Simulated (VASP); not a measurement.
A run of VASP 6.6.1 is set up as follows.

INCAR

```
SYSTEM = Ni
ALGO     = Normal         ! electronic algorithm
EDIFF    = 1E-8           ! SCF threshold, eV
ENCUT    = 520            ! plane-wave cutoff, eV
GGA      = PE             ! functional
ISIF     = 2              ! what is computed and relaxed
ISMEAR   = -1             ! smearing method
ISPIN    = 2              ! spin polarisation
LASPH    = .TRUE.         ! aspherical terms in the spheres
LCHARG   = .FALSE.        ! write CHGCAR
LEFG     = .TRUE.       
LMAXMIX  = 4              ! l up to which the mixer works
LORBIT   = 11             ! projections on sites
LREAL    = .FALSE.        ! projectors in reciprocal space
LWAVE    = .FALSE.        ! write WAVECAR
MAGMOM   = 1.5            ! initial moments
NBANDS   = 15             ! bands
NELM     = 150            ! most SCF steps
PREC     = Accurate       ! precision mode
SIGMA    = 0.05           ! smearing width, eV
```

The input KPOINTS:

```
k-points
0
G
  20 20 20
  0 0 0
```

Contents of POSCAR:

```
Ni
1.0
    0.0000000000      1.7679500000      1.7679500000
    1.7679500000      0.0000000000      1.7679500000
    1.7679500000      1.7679500000      0.0000000000
Ni
1
Direct
    0.0000000000      0.0000000000      0.0000000000
```

Potentials or basis: VASP PAW PBE potentials, release 64 (Ni).

The run is started by

```bash
$ cat potpaw_PBE.64/Ni/POTCAR > POTCAR
$ mpirun -np 1 vasp_std > vasp.out
```

(1) What does it give for the site moments?

(2) Predict the pressure.

(3) Estimate the net moment.

Answers

(1) Ni +0.64 μB.

(2) -2.8 GPa.

(3) 0.63 μB per cell.

Caveat: without QUAD_EFG the Cq values of the log hold for a quadrupole moment of 1 mb, not for the nuclei.
